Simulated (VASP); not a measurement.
Here is a VASP 6.6.1 calculation.

The input INCAR:

```
PREC     = Accurate       # precision mode
ENCUT    = 520            # plane-wave cutoff, eV
EDIFF    = 1E-6           # SCF threshold, eV
ISMEAR   = 0              # smearing method
SIGMA    = 0.1            # smearing width, eV
LREAL    = F              # projectors in reciprocal space
LASPH    = T              # aspherical terms in the spheres
NELM     = 80             # most SCF steps
ALGO     = Normal         # electronic algorithm
ISIF     = 2              # what is computed and relaxed
LWAVE    = F              # write WAVECAR
LCHARG   = F              # write CHGCAR
GGA      = PE             # functional
IVDW     = 13             # dispersion correction
NBANDS   = 44             # bands
```

KPOINTS

```
Automatic mesh
0
Gamma
  4 4 4
```

POSCAR

```
CO2
1.0
    5.2876372084      0.0000000000      0.0000000000
    0.0000000000      5.2876372084      0.0000000000
    0.0000000000      0.0000000000      5.2876372084
C O
4 8
Direct
    0.0000000000      0.0000000000      0.0000000000
    0.5000000000      0.0000000000      0.5000000000
    0.5000000000      0.5000000000      0.0000000000
    0.0000000000      0.5000000000      0.5000000000
    0.1273345618      0.1273345618      0.1273345618
    0.3726654382      0.8726654382      0.6273345618
    0.6273345618      0.3726654382      0.8726654382
    0.8726654382      0.6273345618      0.3726654382
    0.8726654382      0.8726654382      0.8726654382
    0.6273345618      0.1273345618      0.3726654382
    0.3726654382      0.6273345618      0.1273345618
    0.1273345618      0.3726654382      0.6273345618
```

Potentials or basis: VASP PAW PBE potentials, release 64 (C, O).

Command:

```bash
$ cat potpaw_PBE.64/C/POTCAR potpaw_PBE.64/O/POTCAR > POTCAR
$ mpirun -np 1 vasp_std > vasp.out
```

Question: Predict the pressure.

Answer: 5.2 GPa.

Question: Estimate the dispersion energy per atom.

Answer: -0.091 eV.

Question: What does it give for the band gap on the k mesh?

Answer: 7.00 eV.

Question: Predict the largest force.

Answer: 0.640 eV/Å.

Forces on the atoms (eV/Å):
```
C    0.000  0.000  0.000
C    0.000  0.000  0.000
C    0.000  0.000  0.000
C    0.000  0.000  0.000
O    0.370  0.370  0.370
O   -0.370 -0.370  0.370
O    0.370 -0.370 -0.370
O   -0.370  0.370 -0.370
O   -0.370 -0.370 -0.370
O    0.370  0.370 -0.370
O   -0.370  0.370  0.370
O    0.370 -0.370  0.370
```

Caveat: the cell stands under pressure. Expect the measured gap to be larger: semilocal functionals such as PBE lack the derivative discontinuity.
